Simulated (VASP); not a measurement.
# Co2W (P-3m1) in VASP: further runs

Co2W is run at these levels: PBE; tasks: single point, relaxation of cell and atoms.

All numbers are computed with VASP 6.6.1; they aren't measurements. Logs are shortened: lines on timing, memory, paths and dates and some standing lists are left out, and cuts for length are marked.

### Step 1. The cell of the first run

It takes space group P-3m1 (No. 164, trigonal). The conventional cell has a = 2.622 Å, b = 2.622 Å, c = 12.850 Å, α = 90.00°, β = 90.00°, γ = 120.00°. Co (site symmetry 3m) has 3 W at 2.55 Å and 9 Co at 2.62 to 2.69 Å within 3.4 Å. Within 3.4 Å of Co (site symmetry 3m) lie 12 Co at 2.55 to 2.69 Å. W (site symmetry 3m) has 3 Co at 2.55 Å and 9 W at 2.62 to 2.69 Å within 3.4 Å.

### Step 2. Single point, PBE, collinear spin, ferromagnetic start

INCAR

```
SYSTEM = Co2W
  PREC = Accurate
  ENCUT = 520
  EDIFF = 1E-6
  ISMEAR = 0
  SIGMA = 0.1
  LREAL = .False.
  LASPH = .True.
  NELM = 150
  ALGO = Fast
  ISIF = 2
  LWAVE = .False.
  LCHARG = .True.
  ISPIN = 2
  MAGMOM = 3 3 3 3 0 0
  LORBIT = 11
  LMAXMIX = 4
  GGA = PE
  LELF = .True.
  LVHAR = .True.
  NBANDS = 45
```

KPOINTS

```
Automatic mesh
0
Gamma
  6 6 2
  0 0 0
```

POSCAR

```
Co2W
1.0
    2.6220262000      0.0000000000      0.0000000000
   -1.3110131000      2.2707413000      0.0000000000
    0.0000000000      0.0000000000     12.8498062200
Co W
4 2
Direct
    0.6666666700      0.3333333300      0.7532870000
    0.6666666700      0.3333333300      0.4199536600
    0.3333333300      0.6666666700      0.2467130000
    0.3333333300      0.6666666700      0.5800463400
    0.6666666700      0.3333333300      0.0866203300
    0.3333333300      0.6666666700      0.9133796700
```

Potentials or basis: VASP PAW PBE potentials, release 64 (Co, W_sv).

Command:

```console
cat potpaw_PBE.64/Co/POTCAR potpaw_PBE.64/W_sv/POTCAR > POTCAR
mpirun -np 1 vasp_std > vasp.out
```

OUTCAR:

```text
SYSTEM = Co2W
   PREC = Accurate
   ENCUT = 520
   EDIFF = 1E-6
   ISMEAR = 0
   LREAL = .False.
   LASPH = .True.
   NELM = 150
   ISIF = 2
   ISPIN = 2
   LORBIT = 11
   GGA = PE

 ion  position               nearest neighbor table
   1  0.667  0.333  0.753-   6 2.55   6 2.55   6 2.55   4 2.69   4 2.69   4 2.69
   2  0.667  0.333  0.420-   4 2.55   4 2.55   4 2.55   3 2.69   3 2.69   3 2.69
   3  0.333  0.667  0.247-   5 2.55   5 2.55   5 2.55   2 2.69   2 2.69   2 2.69
   4  0.333  0.667  0.580-   2 2.55   2 2.55   2 2.55   1 2.69   1 2.69   1 2.69
   5  0.667  0.333  0.087-   3 2.55   3 2.55   3 2.55   6 2.69   6 2.69   6 2.69
   6  0.333  0.667  0.913-   1 2.55   1 2.55   1 2.55   5 2.69   5 2.69   5 2.69

  LATTYP: Found a hexagonal cell.
 ALAT       =     2.6220262000
 C/A-ratio  =     4.9007161790

  Lattice vectors:

 A1 = (   2.6220262000,   0.0000000000,   0.0000000000)
 A2 = (  -1.3110131000,   2.2707413000,   0.0000000000)
 A3 = (   0.0000000000,   0.0000000000,  12.8498062200)

Analysis of symmetry for initial positions (statically):
=====================================================================
 Subroutine PRICEL returns:
 Original cell was already a primitive cell.

 Routine SETGRP: Setting up the symmetry group for a
 hexagonal supercell.

 Subroutine GETGRP returns: Found 12 space group operations
 (whereof 12 operations were pure point group operations)
 out of a pool of 24 trial point group operations.

The static configuration has the point symmetry D_3d.

Analysis of symmetry for dynamics (positions and initial velocities):
=====================================================================
 Subroutine PRICEL returns:
 Original cell was already a primitive cell.

 Routine SETGRP: Setting up the symmetry group for a
 hexagonal supercell.

 Subroutine GETGRP returns: Found 12 space group operations
 (whereof 12 operations were pure point group operations)
 out of a pool of 24 trial point group operations.

The dynamic configuration has the point symmetry D_3d.

Analysis of structural, dynamic, and magnetic symmetry:
=====================================================================
 Subroutine PRICEL returns:
 Original cell was already a primitive cell.

 Routine SETGRP: Setting up the symmetry group for a
 hexagonal supercell.

 Subroutine GETGRP returns: Found 12 space group operations
 (whereof 12 operations were pure point group operations)
 out of a pool of 24 trial point group operations.

The overall configuration has the point symmetry D_3d.

 Subroutine INISYM returns: Found 12 space group operations
 (whereof 12 operations are pure point group operations),
 and found     1 'primitive' translations

----------------------------------------------------------------------------------------

                                     Primitive cell

  volume of cell :      76.5070

  direct lattice vectors                    reciprocal lattice vectors
     2.622026200  0.000000000  0.000000000     0.381384442  0.220192410  0.000000000
    -1.311013100  2.270741300  0.000000000     0.000000000  0.440384821  0.000000000
     0.000000000  0.000000000 12.849806220     0.000000000  0.000000000  0.077822185

  length of vectors
     2.622026200  2.622026201 12.849806220     0.440384821  0.440384821  0.077822185

  position of ions in fractional coordinates (direct lattice)
     0.666666670  0.333333330  0.753287000
     0.666666670  0.333333330  0.419953660
     0.333333330  0.666666670  0.246713000
     0.333333330  0.666666670  0.580046340
     0.666666670  0.333333330  0.086620330
     0.333333330  0.666666670  0.913379670

  ion indices of the primitive-cell ions
   primitive index   ion index
                 1           1
                 2           2
                 3           3
                 4           4
                 5           5
                 6           6

----------------------------------------------------------------------------------------

 KPOINTS: Automatic mesh

Automatic generation of k-mesh.
[... 39 lines left out ...]
  volume of cell :       76.51
 maximum number of plane-waves:      2085
 NGX is ok and might be reduce to    20
   NGX =  9   NGY =  9   NGZ = 47

 number of electron      64.0000013 magnetization      10.2413632

 number of electron      64.0000011 magnetization       5.0385591

 Free energy of the ion-electron system (eV)
  ---------------------------------------------------
  ext. energy  EPLUGINS =         0.00000000
  ---------------------------------------------------
  free energy    TOTEN  =       -51.47464967 eV

  energy without entropy =      -51.44748203  energy(sigma->0) =      -51.46106585

 E-fermi :  10.2530     XC(G=0): -13.3144

 val. band max:       10.2404053093   @ k =   0.3333   0.3333   0.5000
 cond. band min:      10.2545868170   @ k =   0.1667   0.1667   0.5000
 fundamental gap:      0.0141815077
 Fermi energy:        10.2530063539

 spin component 1

 k-point     1 :       0.0000    0.0000    0.0000
  band No.  band energies     occupation
      1     -63.3316      1.00000
      2     -63.2152      1.00000
      3     -28.2325      1.00000
      4     -27.1818      1.00000
      5     -26.6968      1.00000
      6     -26.6968      1.00000
[... 647 lines left out ...]
     43      16.4603      0.00000
     44      16.4603      0.00000
 Fermi energy:        10.2530063539

 spin component 2

 k-point     1 :       0.0000    0.0000    0.0000
  band No.  band energies     occupation
      1     -63.3528      1.00000
      2     -63.2364      1.00000
      3     -28.2673      1.00000
      4     -27.2208      1.00000
      5     -26.7164      1.00000
      6     -26.7164      1.00000
[... 647 lines left out ...]
     43      16.6863      0.00000
     44      16.6863      0.00000
 [bands above 44 left out]

------------------------ aborting loop because EDIFF is reached ----------------------------------------

  FORCE on cell =-STRESS in cart. coord.  units (eV):
  Direction    XX          YY          ZZ          XY          YZ          ZX
  --------------------------------------------------------------------------------------
  -------------------------------------------------------------------------------------
  Total        6.9691713      6.9691714      5.8771668     -0.0000000      0.0000000      0.0000000
  in kB      145.9454165    145.9454167    123.0771233     -0.0000000      0.0000000      0.0000000
  external PRESSURE =     138.3226522 kB  Pullay stress =       0.0000000 kB

 VOLUME and BASIS-vectors are now :
 -----------------------------------------------------------------------------
  energy-cutoff  :      520.00
  volume of cell :       76.51
      direct lattice vectors                 reciprocal lattice vectors
     2.622026200  0.000000000  0.000000000     0.381384442  0.220192410  0.000000000
    -1.311013100  2.270741300  0.000000000     0.000000000  0.440384821  0.000000000
     0.000000000  0.000000000 12.849806220     0.000000000  0.000000000  0.077822185

 POSITION                                       TOTAL-FORCE (eV/Angst)
 -----------------------------------------------------------------------------------
      1.31101      0.75691      9.67959         0.000000     -0.000000     -1.294034
      1.31101      0.75691      5.39632         0.000000      0.000000      0.054467
     -0.00000      1.51383      3.17021         0.000000     -0.000000      1.294034
     -0.00000      1.51383      7.45348         0.000000     -0.000000     -0.054467
      1.31101      0.75691      1.11305         0.000000     -0.000000      3.609620
     -0.00000      1.51383     11.73675        -0.000000     -0.000000     -3.609620
 -----------------------------------------------------------------------------------
    total drift:                                0.000000     -0.000000      0.000000

  FREE ENERGIE OF THE ION-ELECTRON SYSTEM (eV)
  ---------------------------------------------------
  free  energy   TOTEN  =       -51.4746496730 eV

  energy  without entropy=      -51.4474820257  energy(sigma->0) =      -51.46106585

 total charge

# of ion       s       p       d       tot
------------------------------------------
    1        0.463   0.465   7.294   8.222
    2        0.431   0.396   7.179   8.007
    3        0.463   0.465   7.294   8.222
    4        0.431   0.396   7.179   8.007
    5        2.468   6.396   3.646  12.510
    6        2.468   6.396   3.646  12.510
--------------------------------------------------
tot          6.725  14.516  36.238  57.478

 magnetization (x)

# of ion       s       p       d       tot
------------------------------------------
    1       -0.007  -0.035   0.994   0.952
    2       -0.012  -0.048   1.782   1.722
    3       -0.007  -0.035   0.994   0.952
    4       -0.012  -0.048   1.782   1.722
    5       -0.003  -0.021  -0.033  -0.057
    6       -0.003  -0.021  -0.033  -0.057
--------------------------------------------------
tot         -0.045  -0.208   5.486   5.233
```

It took 83 s on 1 thread of Intel Xeon 6975P-C (Granite Rapids), shared host; peak memory 0.26 GiB.

Results:

| Property | Result |
| --- | --- |
| Free energy | -51.4746 eV |
| Pressure | 13.8 GPa |
| Largest force | 3.610 eV/Å |
| Net moment | 5.04 μB per cell |
| Site moments | Co +0.95, +1.72 (each value once); W -0.06 μB |
| Valence electrons inside the program's atomic spheres | Co 8.22, 8.01 (each value once); W 12.51 |

Forces in eV/Å, atoms in the order of the input:
```
Co   0.000  0.000 -1.294
Co   0.000  0.000  0.054
Co   0.000  0.000  1.294
Co   0.000  0.000 -0.054
W    0.000  0.000  3.610
W    0.000  0.000 -3.610
```

Stress tensor (GPa, compression positive):
```
14.59  0.00  0.00
 0.00 14.59  0.00
 0.00  0.00 12.31
```

Caveat: the k points lie up to 0.46 Å⁻¹ apart; spin-orbit coupling is left out, which moves the levels of the heavy elements; forces of over 1 eV/Å act on the atoms, so gaps and moduli don't describe the material at rest.

### Step 3. Single point, PBE, collinear spin, ferromagnetic start

This run uses another cell than the first one, of 12.91 Å³/atom.

INCAR

```
SYSTEM = Co2W
PREC     = Accurate       ! precision mode
ENCUT    = 520            ! plane-wave cutoff, eV
EDIFF    = 1E-6           ! SCF threshold, eV
ISMEAR   = 0              ! smearing method
SIGMA    = 0.1            ! smearing width, eV
LREAL    = .FALSE.        ! projectors in reciprocal space
LASPH    = .TRUE.         ! aspherical terms in the spheres
NELM     = 150            ! most SCF steps
ALGO     = Normal         ! electronic algorithm
ISIF     = 2              ! what is computed and relaxed
LWAVE    = .FALSE.        ! write WAVECAR
LCHARG   = .TRUE.         ! write CHGCAR
ISPIN    = 2              ! spin polarisation
MAGMOM   = 3 3 3 3 0 0    ! initial moments
LORBIT   = 11             ! projections on sites
LMAXMIX  = 4              ! l up to which the mixer works
GGA      = PE             ! functional
LELF     = .TRUE.         ! ELF
LVHAR    = .TRUE.       
NBANDS   = 45             ! bands
```

KPOINTS

```
regular mesh
0
G
  6 6 2
  0 0 0
```

POSCAR

```
Co2W
1.0
    2.6718971089      0.0000000000      0.0000000000
   -1.3359485544      2.3139307726      0.0000000000
    0.0000000000      0.0000000000     12.5273722125
Co W
4 2
Direct
    0.6666666667      0.3333333333      0.7318753586
    0.6666666667      0.3333333333      0.4244298815
    0.3333333333      0.6666666667      0.2681246414
    0.3333333333      0.6666666667      0.5755701185
    0.6666666667      0.3333333333      0.1007053256
    0.3333333333      0.6666666667      0.8992946744
```

Potentials or basis: VASP PAW PBE potentials, release 64 (Co, W_sv).

Command:

```console
cat potpaw_PBE.64/Co/POTCAR potpaw_PBE.64/W_sv/POTCAR > POTCAR
mpirun -np 1 vasp_std > vasp.out
```

Run time: 80 s. Hardware: 1 thread of Intel Xeon 6975P-C (Granite Rapids), shared host; peak memory 0.25 GiB.

The run converged. Its results:

- Free energy: -52.4764 eV
- Pressure: 0.2 GPa
- Largest force: 0.023 eV/Å
- Net moment: 4.42 μB per cell
- Site moments: Co +0.83, +1.60 (each value once); W -0.12 μB
- Valence electrons inside the program's atomic spheres: Co 8.23, 8.12 (each value once); W 12.22

Forces in eV/Å, atoms in the order of the input:
```
Co   0.000  0.000 -0.023
Co   0.000  0.000  0.006
Co   0.000  0.000  0.023
Co   0.000  0.000 -0.006
W    0.000  0.000  0.018
W    0.000  0.000 -0.018
```

Stress tensor (GPa, compression positive):
```
 0.49  0.00  0.00
 0.00  0.49  0.00
 0.00  0.00 -0.42
```

Levels at points of the mesh, in eV from the Fermi level:
Spin up:
```
           k point  band 32  band 33  band 34  band 35  band 36  band 37  band 38  band 39
(0.00, 0.00, 0.00)    -1.03    -1.03    -0.89    -0.89    -0.05    -0.05     0.06     0.06
(0.50, 0.00, 0.00)    -0.45     0.28     0.59     1.13     1.23     1.44     2.33     2.59
(0.00, 0.00, 0.50)    -1.12    -0.87    -0.87    -0.58    -0.04    -0.04     0.06     0.06
(0.50, 0.00, 0.50)    -0.45    -0.20     0.26     1.22     1.46     1.79     2.09     2.61
```
Spin down:
| k point | band 25 | band 26 | band 27 | band 28 | band 29 | band 30 | band 31 | band 32 | band 33 | band 34 |
| --- | --- | --- | --- | --- | --- | --- | --- | --- | --- | --- |
| (0.00, 0.00, 0.00) | -0.96 | -0.93 | -0.73 | -0.73 | -0.62 | -0.62 | -0.48 | -0.13 | -0.13 | 0.22 |
| (0.50, 0.00, 0.00) | -0.52 | -0.37 | -0.21 | 0.50 | 0.59 | 0.83 | 0.83 | 0.95 | 1.00 | 1.29 |
| (0.00, 0.00, 0.50) | -1.07 | -0.64 | -0.64 | -0.56 | -0.56 | -0.51 | -0.32 | -0.20 | -0.20 | 0.21 |
| (0.50, 0.00, 0.50) | -0.38 | -0.34 | 0.05 | 0.31 | 0.42 | 0.59 | 0.73 | 0.76 | 0.83 | 0.95 |

Caveat: the k points lie up to 0.45 Å⁻¹ apart; spin-orbit coupling is left out, which moves the levels of the heavy elements.

### Step 4. Relaxation of cell and atoms, PBE, collinear spin, ferromagnetic start

INCAR

```
PREC = Accurate ; ENCUT = 600
EDIFF = 1E-7 ; ISMEAR = 0
SIGMA = 0.1 ; LREAL = F
LASPH = T ; NELM = 150
ALGO = Fast ; ISIF = 3
LWAVE = F ; LCHARG = F
ISPIN = 2 ; MAGMOM = 3 3 3 3 0 0
LORBIT = 11 ; LMAXMIX = 4
GGA = PE ; IBRION = 2
NSW = 90 ; EDIFFG = -0.04
```

KPOINTS

```
Automatic mesh
0
Gamma
  6 6 2
```

POSCAR

```
Co2W
1.0
    2.6220262000      0.0000000000      0.0000000000
   -1.3110131000      2.2707413000      0.0000000000
    0.0000000000      0.0000000000     12.8498062200
Co W
4 2
Direct
    0.6666666700      0.3333333300      0.7532870000
    0.6666666700      0.3333333300      0.4199536600
    0.3333333300      0.6666666700      0.2467130000
    0.3333333300      0.6666666700      0.5800463400
    0.6666666700      0.3333333300      0.0866203300
    0.3333333300      0.6666666700      0.9133796700
```

Command:

```console
cat potpaw_PBE.64/Co/POTCAR potpaw_PBE.64/W_sv/POTCAR > POTCAR
mpirun -np 1 vasp_std > vasp.out
```

Run time: 16 min. Hardware: 1 thread of Intel Xeon 6975P-C (Granite Rapids), shared host; peak memory 0.35 GiB.

Results (log left out):

```yaml
Free_energy: -52.4756 eV
Relaxed_volume: 12.90 Å³/atom
Relaxed_cell: a = 2.674 Å, b = 2.674 Å, c = 12.502 Å, α = 90.00°, β = 90.00°, γ = 120.00°
Space_group_after_relaxing_to_0.1_Å: P-3m1 (No. 164)
Energy_gained_by_relaxing: 166.9 meV/atom
Ionic_steps: 14
Pressure_after_relaxing: 0.3 GPa
Largest_force_after_relaxing: 0.034 eV/Å
Net_moment: 4.40 μB per cell
Site_moments: Co +0.82, +1.60 (each value once); W -0.12 μB
Valence_electrons_inside_the_program's_atomic_spheres: Co 8.23, 8.12 (each value once); W 12.22
```

Forces in eV/Å, atoms in the order of the input:
```
Co   0.000  0.000 -0.034
Co   0.000  0.000  0.031
Co   0.000  0.000  0.034
Co   0.000  0.000 -0.031
W    0.000  0.000  0.024
W    0.000  0.000 -0.024
```

Stress tensor (GPa, compression positive):
```
0.37 0.00 0.00
0.00 0.37 0.00
0.00 0.00 0.25
```

Step by step:
| step | energy change (eV) | largest force (eV/Å) | pressure (GPa) | volume (Å³) |
| --- | --- | --- | --- | --- |
| 1 | 0.0000 | 3.6101 | 13.87 | 76.51 |
| 2 | 0.0868 | 0.8442 | -19.54 | 89.39 |
| 3 | -0.5105 | 0.9585 | -5.45 | 82.03 |
| 4 | -0.5111 | 0.9696 | -5.02 | 81.85 |
| 5 | -0.7265 | 1.1875 | 0.21 | 79.06 |
| 6 | -0.7713 | 1.4028 | 5.01 | 77.16 |
| 7 | -0.8856 | 1.0093 | 2.67 | 77.38 |
| 8 | -0.9529 | 0.6610 | -0.43 | 77.74 |
| 9 | -0.9544 | 0.6601 | -0.10 | 77.69 |
| 10 | -0.9890 | 0.2921 | -0.29 | 77.65 |
| 11 | -1.0007 | 0.0954 | -0.25 | 77.61 |
| 12 | -1.0007 | 0.0907 | -0.22 | 77.61 |
| 13 | -1.0013 | 0.0519 | 0.14 | 77.49 |
| 14 | -1.0014 | 0.0345 | 0.33 | 77.42 |

Final structure:
```cif
data_structure
_symmetry_space_group_name_H-M 'P 1'
_symmetry_Int_Tables_number 1
_cell_length_a 2.6741
_cell_length_b 2.6741
_cell_length_c 12.5016
_cell_angle_alpha 90.000
_cell_angle_beta 90.000
_cell_angle_gamma 120.000
_cell_volume 77.42
loop_
_atom_site_label
_atom_site_type_symbol
_atom_site_fract_x
_atom_site_fract_y
_atom_site_fract_z
_atom_site_occupancy
Co1 Co 0.66667 0.33333 0.73202 1
Co2 Co 0.66667 0.33333 0.42425 1
Co3 Co 0.33333 0.66667 0.26798 1
Co4 Co 0.33333 0.66667 0.57575 1
W1 W 0.66667 0.33333 0.10068 1
W2 W 0.33333 0.66667 0.89932 1
```

Levels at points of the mesh, in eV from the Fermi level:
Spin up:
```tsv
k point	band 33	band 34	band 35	band 36	band 37	band 38
(0.00, 0.00, 0.00)	-1.03	-0.89	-0.89	-0.04	-0.04	0.07
(0.50, 0.00, 0.00)	0.27	0.60	1.13	1.23	1.43	2.33
(0.00, 0.00, 0.50)	-0.87	-0.87	-0.56	-0.04	-0.04	0.07
(0.50, 0.00, 0.50)	-0.20	0.26	1.22	1.45	1.79	2.09
```
Spin down:
| k point | band 26 | band 27 | band 28 | band 29 | band 30 | band 31 | band 32 | band 33 |
| --- | --- | --- | --- | --- | --- | --- | --- | --- |
| (0.00, 0.00, 0.00) | -0.91 | -0.74 | -0.74 | -0.62 | -0.62 | -0.47 | -0.13 | -0.13 |
| (0.50, 0.00, 0.00) | -0.37 | -0.21 | 0.49 | 0.58 | 0.82 | 0.83 | 0.94 | 1.00 |
| (0.00, 0.00, 0.50) | -0.64 | -0.64 | -0.56 | -0.56 | -0.50 | -0.29 | -0.20 | -0.20 |
| (0.50, 0.00, 0.50) | -0.33 | 0.05 | 0.31 | 0.41 | 0.58 | 0.73 | 0.75 | 0.83 |

Caveat: the k points lie up to 0.45 Å⁻¹ apart in the final cell; spin-orbit coupling is left out, which moves the levels of the heavy elements.

### Step 5. Summary

| task | cell | cutoff (eV) | gap on the mesh (eV) | pressure (GPa) | moment (μB) | largest force (eV/Å) |
| --- | --- | --- | --- | --- | --- | --- |
| single point | a = 2.622, b = 2.622, c = 12.850 Å, angles 90.0, 90.0, 120.0°, 6 atoms, atomic positions A | 520 | none | 13.8 | 5.04 | 3.61 |
| single point | a = 2.672, b = 2.672, c = 12.527 Å, angles 90.0, 90.0, 120.0°, 6 atoms, atomic positions B | 520 | none | 0.2 | 4.42 | 0.02 |
| relaxation of cell and atoms | relaxed from a = 2.622, b = 2.622, c = 12.850 Å, angles 90.0, 90.0, 120.0°, 6 atoms, atomic positions A | 600 | none | 0.3 | 4.40 | 0.03 |

Alike in all rows: level PBE; potentials or basis VASP PAW PBE potentials, release 64 (Co, W_sv); spin collinear, ferromagnetic start; k mesh 6 × 6 × 2; smearing gaussian 0.1 eV.

Caveats: all runs use coarse meshes; spin-orbit coupling is left out, which moves the levels of the heavy elements; forces of over 1 eV/Å act on the atoms, so gaps and moduli don't describe the material at rest (at least some runs).

Total energies depend on the potentials used, so only differences within one code and one set of settings carry meaning.
